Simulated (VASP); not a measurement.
# BN: single point with LDA

The system is BN.

```
B N
1.0
     0.00000    1.80145    1.80145
     1.80145    0.00000    1.80145
     1.80145    1.80145    0.00000
B N
1 1
Cartesian
  0.0000 0.0000 0.0000
  2.7022 2.7022 2.7022
```

This cell differs from its parent crystal: volume scaled by 0.99.

```yaml
Program: VASP 6.6.1
Task: single point
Functional: LDA
Potentials_or_basis: VASP PAW LDA potentials, release 64 (B, N)
Cutoff: 520 eV
k_mesh: 11 × 11 × 11
Occupations: fermi-dirac, width 0.02 eV
Spin: no spin polarisation
```

| Property | Result |
| --- | --- |
| Pressure | -6.3 GPa |
| Band gap on the k mesh | 4.46 eV, indirect (least direct gap 8.73 eV) |

Levels at points of the mesh, in eV from the valence-band top:
```tsv
k point	band 2	band 3	band 4	band 5	band 6	band 7
(0.00, 0.00, 0.00)	0.00	0.00	0.00	8.73	8.73	8.73
```

Wall time 6.8 s on 1 thread of AMD EPYC 9R45 (Zen 5), with other jobs on the host, peak memory 0.08 GiB.

 A k mesh can miss the band edges.
